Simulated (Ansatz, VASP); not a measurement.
**One calculation of Sb2TeCl6, two programs**

File INCAR:

```
SYSTEM = Sb2TeCl6
PREC = Accurate
ENCUT = 520
EDIFF = 1E-7
ISMEAR = 1
SIGMA = 0.1369
LREAL = .FALSE.
LASPH = .TRUE.
NELM = 100
ALGO = Normal
ISIF = 2
LWAVE = .FALSE.
LCHARG = .FALSE.
GGA = PS
NBANDS = 39
```

The input KPOINTS:

```
Automatic mesh
0
G
  4 4 4
  0 0 0
```

Contents of POSCAR:

```
Sb2TeCl6
1.0
    0.0000000000      7.0580640000      0.0000000000
    7.0580640000      0.0000000000      0.0000000000
    3.5290320000      3.5290320000     -4.9908480000
Te Sb Cl
1 2 6
Direct
    0.0000000000      0.0000000000      0.0000000000
    0.2500000000      0.7500000000      0.5000000000
    0.7500000000      0.2500000000      0.5000000000
    0.2500000000      0.2500000000      0.5000000000
    0.7500000000      0.7500000000      0.5000000000
    0.2510000000      0.2510000000      0.0000000000
    0.2510000000      0.7490000000      0.0000000000
    0.7490000000      0.7490000000      0.0000000000
    0.7490000000      0.2510000000      0.0000000000
```

Input for Ansatz:

```yaml
crystal:
  lattice:
    - [0.0, 7.058064, 0.0]
    - [7.058064, 0.0, 0.0]
    - [3.529032, 3.529032, -4.990848]
  atoms:
    - { symbol: Te, position: [0.0, 0.0, 0.0] }
    - { symbol: Sb, position: [0.25, 0.75, 0.5] }
    - { symbol: Sb, position: [0.75, 0.25, 0.5] }
    - { symbol: Cl, position: [0.25, 0.25, 0.5] }
    - { symbol: Cl, position: [0.75, 0.75, 0.5] }
    - { symbol: Cl, position: [0.251, 0.251, 0.0] }
    - { symbol: Cl, position: [0.251, 0.749, 0.0] }
    - { symbol: Cl, position: [0.749, 0.749, 0.0] }
    - { symbol: Cl, position: [0.749, 0.251, 0.0] }
  symmetry: { tolerance: 0.0003 }
kpoints:
  mp_grid: { grid: [4, 4, 4], shift: [0, 0, 0] }
magnetization:
  spin_polarized: false
scf:
  occupations: { method: methfessel_paxton, width: 0.1369 }
hamiltonian:
  pseudopotentials: { kind: paw }
  xc: pbesol
basis:
  ecutwfc: 420
output:
  forces: true
  stress: true
  eigenvalues: true
  write_density: true
  write_potential: true
  elf: true
  volumetric_format: npy
```

Alike in both runs: task single point; functional PBEsol; k mesh 4 × 4 × 4; occupations methfessel-paxton of order 1, width 0.1369 eV; no spin polarisation.

```csv
,VASP,Ansatz
version,VASP 6.6.1,Ansatz 0.2.0
potentials or method,"VASP PAW PBE potentials, release 64 (Te, Sb, Cl), cutoff 520 eV",PAW plane waves
valence electrons in the cell,58,88
```

|  | VASP | Ansatz | Ansatz less VASP |
| --- | --- | --- | --- |
| gap on the k mesh at the Fermi level (eV) | none | none | - |
| pressure (GPa) | -1.3 | -1.2 | +0.09 |
| traceless stress, the component that is largest in VASP (GPa) | 0.15 | 0.15 | 0.000 |
| rms of the force components (eV/Å) | 0.206 | 0.211 | +0.0046 |

VASP's potentials were made for PBE, not for PBEsol. Atom by atom the forces differ by 0.005 eV/Å (rms over components). A gap of «none» marks a metal or a gap that the smearing closes. VASP's potentials hold 58 valence electrons a cell and Ansatz's 88, so a difference there can come from the potentials and not from the codes.

Spin-orbit coupling is off throughout.
